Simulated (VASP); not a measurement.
A run of VASP 6.6.1:

File INCAR:

```
ALGO = Normal
EDIFF = 1E-6
ENCUT = 520
GGA = PE
ISIF = 2
ISMEAR = 0
ISPIN = 2
LASPH = T
LCHARG = F
LMAXMIX = 4
LORBIT = 11
LREAL = F
LWAVE = F
MAGMOM = 1 0 0 0 0
NBANDS = 33
NELM = 150
PREC = Accurate
SIGMA = 0.1
```

File KPOINTS:

```
k-points
0
Gamma
  4 4 4
```

The input POSCAR:

```
PtWS3
1.0
    4.5253669300      0.0000000000      0.0000000000
    0.0000000000      4.5253669300      0.0000000000
    0.0000000000      0.0000000000      4.5253669300
Pt W S
1 1 3
Direct
    0.5000000000      0.5000000000      0.5000000000
    0.0000000000      0.0000000000      0.0000000000
    0.0000000000      0.5000000000      0.5000000000
    0.5000000000      0.0000000000      0.5000000000
    0.5000000000      0.5000000000      0.0000000000
```

Potentials or basis: VASP PAW PBE potentials, release 64 (Pt, W_sv, S).

The run is started by

```console
$ cat potpaw_PBE.64/Pt/POTCAR potpaw_PBE.64/W_sv/POTCAR potpaw_PBE.64/S/POTCAR > POTCAR
$ mpirun -np 1 vasp_std > vasp.out
```

Hardware: 1 thread of Intel Xeon 8259CL, with other jobs on the host.

Question: Estimate the wall time of this run.

Answer: Run time: 92 s on 1 thread of Intel Xeon 8259CL, on a shared host, peak memory 0.26 GiB. Counts: scf iterations 18, k points 10.
